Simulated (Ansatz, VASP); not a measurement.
**One calculation of Hf, two programs**

```
Hf
1.0
     3.29260    0.00000    0.00000
    -1.64630    2.85147    0.00000
     0.00000    0.00000    5.13367
Hf
2
Direct
  0.33333 0.66667 0.25000
  0.66667 0.33333 0.75000
```

Change from the starting cell: strain +0.030 along x and y, +0.015 along z, atoms carried along.

Alike in both runs: task single point; functional PBE; k mesh 18 × 18 × 10; occupations gaussian, width 0.15 eV; no spin polarisation.

```csv
,VASP,Ansatz
version,VASP 6.6.1,Ansatz 0.2.0
potentials or method,"VASP PAW PBE potentials, release 64 (Hf_pv), cutoff 520 eV","scalar-relativistic, plane waves, PAW"
valence electrons in the cell,20,52
```

|  | VASP | Ansatz | Ansatz less VASP |
| --- | --- | --- | --- |
| gap on the k mesh at the Fermi level (eV) | none | none | - |
| pressure (GPa) | -6.7 | -6.4 | +0.36 |
| traceless stress, the component that is largest in VASP (GPa) | 0.80 | 0.86 | +0.065 |

A gap of «none» marks a metal or a gap that the smearing closes. VASP's potentials hold 20 valence electrons a cell and Ansatz's 52, so a difference there can come from the potentials and not from the codes.

Spin-orbit coupling is off throughout.
